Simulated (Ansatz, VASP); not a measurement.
This is a calculation of Sn3Te for Ansatz 0.2.0.

Contents of input.yaml:

```yaml
crystal:
  lattice:
    - [4.8978456013, 0.0, 0.0]
    - [0.0, 4.8978456013, 0.0]
    - [0.0, 0.0, 4.8978456013]
  atoms:
    - { symbol: Te, position: [0.0, 0.0, 0.0] }
    - { symbol: Sn, position: [0.0, 0.5, 0.5] }
    - { symbol: Sn, position: [0.5, 0.0, 0.5] }
    - { symbol: Sn, position: [0.5, 0.5, 0.0] }
hamiltonian:
  xc: pbe
  pseudopotentials: { kind: paw }
kpoints:
  mp_grid: { grid: [6, 6, 6] }
scf:
  occupations: { method: fermi_dirac, width: 0.05 }
output:
  forces: true
  stress: true
  eigenvalues: true
```

Potentials or basis: Ansatz PAW.

Run with:

```console
$ ansatz run input.yaml --threads 2 --pin off --max-ram 5632MiB --backend cpu --events-out ev --progress --plain --runs-dir out
```

Task: Set up the same calculation for VASP 6.6.1. Potentials there: VASP PAW PBE potentials, release 64 (Te, Sn_d).

Result: As run (the cutoff follows the program's own potentials):

The input INCAR:

```
SYSTEM = Sn3Te
  ALGO = Normal
  EDIFF = 1E-6
  ENCUT = 520
  GGA = PE
  ISIF = 2
  ISMEAR = -1
  LASPH = .TRUE.
  LCHARG = .FALSE.
  LREAL = .FALSE.
  LWAVE = .FALSE.
  NBANDS = 32
  NELM = 100
  PREC = Accurate
  SIGMA = 0.05
```

Contents of KPOINTS:

```
k-points
0
G
  6 6 6
  0 0 0
```

POSCAR

```
Sn3Te
1.0
    4.8978456013      0.0000000000      0.0000000000
    0.0000000000      4.8978456013      0.0000000000
    0.0000000000      0.0000000000      4.8978456013
Te Sn
1 3
Direct
    0.0000000000      0.0000000000      0.0000000000
    0.0000000000      0.5000000000      0.5000000000
    0.5000000000      0.0000000000      0.5000000000
    0.5000000000      0.5000000000      0.0000000000
```

Potentials or basis: VASP PAW PBE potentials, release 64 (Te, Sn_d).

Launch:

```sh
$ cat potpaw_PBE.64/Te/POTCAR potpaw_PBE.64/Sn_d/POTCAR > POTCAR
$ mpirun -np 1 vasp_std > vasp.out
```

Both were run:

|  | VASP | Ansatz | Ansatz less VASP |
| --- | --- | --- | --- |
| gap on the k mesh at the Fermi level (eV) | none | none | - |
| pressure (GPa) | -0.6 | -0.5 | +0.04 |

A gap of «none» marks a metal or a gap that the smearing closes. VASP's potentials hold 48 valence electrons a cell and Ansatz's 58, so a difference there can come from the potentials and not from the codes.

Neither program's run includes spin-orbit coupling.
